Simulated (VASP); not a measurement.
A run of VASP 6.6.1:

File INCAR:

```
PREC = Accurate
ENCUT = 520
EDIFF = 1E-8
ISMEAR = -1
SIGMA = 0.03
LREAL = False
LASPH = True
NELM = 150
ALGO = Normal
ISIF = 2
LWAVE = False
LCHARG = False
MAGMOM = 0 0 0 0 0 0
LORBIT = 11
LSORBIT = True
GGA_COMPAT = False
LORBMOM = True
GGA = PE
IVDW = 13
LEFG = True
NBANDS = 30
```

Contents of KPOINTS:

```
regular mesh
0
Gamma
  11 11 11
```

POSCAR

```
InP
1.0
    0.0000000000      2.9305000000      2.9305000000
    2.9305000000      0.0000000000      2.9305000000
    2.9305000000      2.9305000000      0.0000000000
In P
1 1
Direct
    0.0000000000      0.0000000000      0.0000000000
    0.7500000000      0.7500000000      0.7500000000
```

Potentials or basis: VASP PAW PBE potentials, release 64 (In_d, P).

Run with:

```bash
$ cat potpaw_PBE.64/In_d/POTCAR potpaw_PBE.64/P/POTCAR > POTCAR
$ mpirun -np 1 vasp_ncl > vasp.out
```

Hardware: 1 thread of Oxide Virtual Turin-like Processor, with other jobs on the host.

**Question.** How long does it take, and how much memory?

**Answer.** Wall time 8.3 min on 1 thread of Oxide Virtual Turin-like Processor, with other jobs on the host, peak memory 0.39 GiB. Counts: scf iterations 18, k points 91.
